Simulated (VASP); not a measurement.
## Mg2ZnO3: single point with PBEsol+U

Crystal: Mg2ZnO3.

```xyz
6
Lattice="3.0330 0.0000 0.0000 -1.5165 2.6267 0.0000 0.0000 0.0000 7.4033" Properties=species:S:1:pos:R:3 pbc="T T T"
Mg    0.0000    1.7511    4.9291
Mg    1.5165    0.8756    2.4742
Zn    0.0000    0.0000    0.0000
O     0.0000    1.7511    1.2780
O     1.5165    0.8756    6.1254
O     0.0000    0.0000    3.7017
```

* Program: VASP 6.6.1
* Task: single point
* Functional: PBEsol
* Potentials or basis: VASP PAW PBE potentials, release 64 (Mg, Zn, O)
* Cutoff: 520 eV
* k mesh: 12 × 12 × 4
* Occupations: gaussian, width 0.01 eV
* Spin: no spin polarisation
* Hubbard terms: Zn d U = 7.0 eV

* Pressure: -10.6 GPa
* Largest force: 0.696 eV/Å
* Band gap on the k mesh: 3.15 eV (least direct gap 3.30 eV)

Forces in eV/Å, atoms in the order of the input:
```
Mg   0.000  0.000  0.059
Mg   0.000  0.000 -0.059
Zn   0.000  0.000  0.000
O    0.000  0.000 -0.696
O    0.000  0.000  0.696
O    0.000  0.000  0.000
```

Stress tensor (GPa, compression positive):
```
-10.57   0.00   0.00
  0.00 -10.57   0.00
  0.00   0.00 -10.73
```

Levels at points of the mesh, in eV from the valence-band top:
| k point | band 13 | band 14 | band 15 | band 16 | band 17 | band 18 | band 19 | band 20 | band 21 | band 22 |
| --- | --- | --- | --- | --- | --- | --- | --- | --- | --- | --- |
| (0.00, 0.00, 0.00) | -0.17 | -0.16 | -0.16 | -0.15 | -0.15 | 3.15 | 6.57 | 6.77 | 11.25 | 11.97 |
| (0.50, 0.00, 0.00) | -1.55 | -1.38 | -0.98 | -0.89 | -0.49 | 6.77 | 7.70 | 8.70 | 9.49 | 11.11 |
| (0.00, 0.00, 0.50) | -0.51 | -0.44 | -0.44 | 0.00 | 0.00 | 4.28 | 5.41 | 7.05 | 11.50 | 13.13 |
| (0.50, 0.00, 0.50) | -1.78 | -1.43 | -1.13 | -0.36 | -0.33 | 6.92 | 7.00 | 9.18 | 10.41 | 10.42 |

Eigenvalues of the final occupation matrices:
```tsv
site	spin	trace	eigenvalues
site 3 d	1	5.03	0.99 0.99 0.99 1.03 1.03
site 3 d	2	5.03	0.99 0.99 0.99 1.03 1.03
```

Run time: 64 s on 1 thread of Intel(R) Xeon(R) Platinum 8124M CPU @ 3.00GHz (Skylake/Cascade Lake), with other jobs on the host, peak memory 0.25 GiB.

Caveat: the cell stands under tension; the PAW data sets were made with another functional, which shifts forces and pressure a little. A k mesh can miss the band edges.
